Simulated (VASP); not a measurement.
Write the native input for VASP 6.6.1 that does the following.

| Quantity | Value |
| --- | --- |
| Task | single point |
| Functional | PBE |
| Potentials or basis | VASP PAW PBE potentials, release 64 (Sn_d, Te) |
| Cutoff | 520 eV |
| k mesh | 6 × 6 × 6 |
| Occupations | gaussian, width 0.1 eV |
| Spin | no spin polarisation |
| Dipole correction | no |
| Further INCAR settings | ALGO = Fast; EDIFF = 1e-06; NBANDS = 58 |

The structure of Sn3Te lies in POSCAR:

```
Sn3Te
1.0
    6.1734267707      0.0000000000      0.0000000000
    0.0000000000      6.1734267707      0.0000000000
    0.0000000000      0.0000000000      6.1734267707
Sn Te
6 2
Direct
    0.2500000000      0.0000000000      0.5000000000
    0.7500000000      0.0000000000      0.5000000000
    0.0000000000      0.5000000000      0.2500000000
    0.0000000000      0.5000000000      0.7500000000
    0.5000000000      0.7500000000      0.0000000000
    0.5000000000      0.2500000000      0.0000000000
    0.0000000000      0.0000000000      0.0000000000
    0.5000000000      0.5000000000      0.5000000000
```

The cell was built from a structure type or drawn by symmetry, and may not be a known phase.

One way to write it, as run:

INCAR

```
SYSTEM = Sn3Te
PREC     = Accurate       ! precision mode
ENCUT    = 520            ! plane-wave cutoff, eV
EDIFF    = 1E-6           ! SCF threshold, eV
ISMEAR   = 0              ! smearing method
SIGMA    = 0.1            ! smearing width, eV
LREAL    = .False.        ! projectors in reciprocal space
LASPH    = .True.         ! aspherical terms in the spheres
NELM     = 80             ! most SCF steps
ALGO     = Fast           ! electronic algorithm
ISIF     = 2              ! what is computed and relaxed
LWAVE    = .False.        ! write WAVECAR
LCHARG   = .False.        ! write CHGCAR
GGA      = PE             ! functional
NBANDS   = 58             ! bands
```

KPOINTS

```
regular mesh
0
Gamma
  6 6 6
  0 0 0
```

Potentials or basis: VASP PAW PBE potentials, release 64 (Sn_d, Te).

Launch:

```console
$ cat potpaw_PBE.64/Sn_d/POTCAR potpaw_PBE.64/Te/POTCAR > POTCAR
$ mpirun -np 1 vasp_std > vasp.out
```

It gave:

| Quantity | Value |
| --- | --- |
| Pressure | -0.1 GPa |
| Band gap on the k mesh | zero (bands 48 and 49 overlap by 1.57 eV) |

Caveat: spin-orbit coupling is left out, which moves the levels of the heavy elements.

Run time: 9.5 min on 1 thread of Intel Xeon 8259CL (shared host), peak memory 0.44 GiB.
